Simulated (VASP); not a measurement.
Set up this calculation in VASP 6.6.1, as the native input.

```
Task                   : single point
Functional             : PBE
Potentials or basis    : VASP PAW PBE potentials, release 64 (B, P)
Cutoff                 : 520 eV
k mesh                 : 13 × 13 × 11
Occupations            : fermi-dirac, width 0.08 eV
Spin                   : no spin polarisation
Dipole correction      : no
Further INCAR settings : ALGO = Normal; EDIFF = 1e-06; NBANDS = 11
```

The structure of BP (WC type) lies in POSCAR:

```
BP
1.0
    2.9688977355      0.0000000000      0.0000000000
   -1.4844488677      2.5711408602      0.0000000000
    0.0000000000      0.0000000000      2.6258224416
B P
1 1
Direct
    0.0000000000      0.0000000000      0.0000000000
    0.3333333333      0.6666666667      0.5000000000
```

This cell differs from its parent crystal: volume scaled by 0.96.

The input as run:

INCAR

```
SYSTEM = BP
ALGO = Normal ; EDIFF = 1E-6
ENCUT = 520 ; GGA = PE
ISIF = 2 ; ISMEAR = -1
LASPH = .TRUE. ; LCHARG = .TRUE.
LELF = .TRUE. ; LREAL = .FALSE.
LVHAR = .TRUE. ; LWAVE = .FALSE.
NBANDS = 11 ; NELM = 80
PREC = Accurate ; SIGMA = 0.08
```

KPOINTS

```
k-points
0
G
  13 13 11
  0 0 0
```

Potentials or basis: VASP PAW PBE potentials, release 64 (B, P).

Command:

```console
$ cat potpaw_PBE.64/B/POTCAR potpaw_PBE.64/P/POTCAR > POTCAR
$ mpirun -np 1 vasp_std > vasp.out
```

It gave:

| Quantity | Value |
| --- | --- |
| Pressure | 6.2 GPa |
| Band gap on the k mesh | zero (band 4 reaches 13.41 eV, above the bottom of band 5 at 6.04 eV) |

Wall time 45 s on 1 thread of AMD EPYC 7R13 (shared host), peak memory 0.11 GiB.
